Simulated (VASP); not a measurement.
Write the native input for VASP 6.6.1 that does the following.

* Task: single point
* Functional: PBEsol
* Potentials or basis: VASP PAW PBE potentials, release 64 (W_sv, S)
* Cutoff: 520 eV
* k mesh: 12 × 12 × 2
* Occupations: gaussian, width 0.05 eV
* Spin: no spin polarisation
* Dipole correction: no
* Further INCAR settings: ALGO = Normal; EDIFF = 1e-07; NBANDS = 35

The structure of WS2 lies in POSCAR:

```
WS2
1.0
    3.2713688308      0.0000000000      0.0000000000
   -1.6356844154      2.8330885126      0.0000000000
    0.0000000000      0.0000000000     23.5440414753
W S
2 4
Direct
    0.3333333333      0.6666666667      0.6345659624
    0.6666666667      0.3333333333      0.3654340376
    0.3333333333      0.6666666667      0.2989660749
    0.6666666667      0.3333333333      0.5680485953
    0.3333333333      0.6666666667      0.4319514047
    0.6666666667      0.3333333333      0.7010339251
```

This cell differs from its parent crystal: volume 36.368 Å^3 an atom, c/a of the conventional cell 7.1970.

The input as run:

INCAR

```
PREC = Accurate ; ENCUT = 520
EDIFF = 1E-7 ; ISMEAR = 0
SIGMA = 0.05 ; LREAL = F
LASPH = T ; NELM = 80
ALGO = Normal ; ISIF = 2
LWAVE = F ; LCHARG = F
GGA = PS ; NBANDS = 35
```

KPOINTS

```
regular mesh
0
Gamma
  12 12 2
```

Potentials or basis: VASP PAW PBE potentials, release 64 (W_sv, S).

The run is started by

```console
$ cat potpaw_PBE.64/W_sv/POTCAR potpaw_PBE.64/S/POTCAR > POTCAR
$ mpirun -np 1 vasp_std > vasp.out
```

Results of the run:

- Largest force: 0.764 eV/Å
- Band gap on the k mesh: 1.03 eV, indirect (least direct gap 1.50 eV)

Caveat: the PAW data sets were made with another functional, which shifts forces and pressure a little; spin-orbit coupling is left out, which moves the levels of the heavy elements.

Wall time 5.5 min on 1 thread of Intel(R) Xeon(R) Platinum 8259CL CPU @ 2.50GHz (Skylake/Cascade Lake) (shared host), peak memory 0.46 GiB.
